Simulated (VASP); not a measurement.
Set up this calculation in VASP 6.6.1, as the native input.

```
Task                    : single point
Functional              : PBE
Potentials or basis     : VASP PAW PBE potentials, release 64 (B, N)
Cutoff                  : 520 eV
k mesh                  : 8 × 8 × 8
Occupations             : gaussian, width 0.01 eV
Spin                    : no spin polarisation
Dipole correction       : no
k mesh for the DOS      : 12 × 12 × 12
Occupations for the DOS : tetrahedron
Further INCAR settings  : ALGO = Normal; EDIFF = 1e-06
```

The system is BN.

```
CELL_PARAMETERS angstrom
0.00000 1.80750 1.80750
1.80750 0.00000 1.80750
1.80750 1.80750 0.00000
ATOMIC_POSITIONS crystal
B 0.00000 0.00000 0.00000
N 0.25000 0.25000 0.25000
```

One way to write it, as run:

POSCAR

```
BN
1.0
    0.0000000000      1.8075000000      1.8075000000
    1.8075000000      0.0000000000      1.8075000000
    1.8075000000      1.8075000000      0.0000000000
B N
1 1
Direct
    0.0000000000      0.0000000000      0.0000000000
    0.2500000000      0.2500000000      0.2500000000
```

INCAR.step1

```
PREC = Accurate
ENCUT = 520
EDIFF = 1E-6
ISMEAR = 0
SIGMA = 0.01
LREAL = False
LASPH = True
NELM = 120
ALGO = Normal
ISIF = 2
LWAVE = False
LCHARG = True
GGA = PE
NBANDS = 11
GGA_COMPAT = False
NEDOS = 2001
LORBIT = 11
```

KPOINTS.step1

```
regular mesh
0
Gamma
  8 8 8
```

INCAR.step2

```
PREC = Accurate
ENCUT = 520
EDIFF = 1E-6
ISMEAR = -5
SIGMA = 0.01
LREAL = False
LASPH = True
NELM = 120
ALGO = Normal
ISIF = 2
LWAVE = False
LCHARG = False
GGA = PE
LORBIT = 11
NEDOS = 1001
ICHARG = 11
GGA_COMPAT = False
```

KPOINTS.step2

```
regular mesh
0
Gamma
  12 12 12
```

Potentials or basis: VASP PAW PBE potentials, release 64 (B, N).

Launch:

```console
$ cat potpaw_PBE.64/B/POTCAR potpaw_PBE.64/N/POTCAR > POTCAR
$ cp INCAR.step1 INCAR
$ cp KPOINTS.step1 KPOINTS
$ mpirun -np 1 vasp_std > vasp.out
$ cp INCAR.step2 INCAR
$ cp KPOINTS.step2 KPOINTS
$ mpirun -np 1 vasp_std > vasp.out
```

It gave:

| Item | Value |
| --- | --- |
| Valence electrons inside the program's atomic spheres | B 2.04; N 3.98 |

Wall time 13 s on 1 thread of Intel(R) Xeon(R) Platinum 8259CL CPU @ 2.50GHz (Skylake/Cascade Lake), on a shared host, peak memory 0.12 GiB.
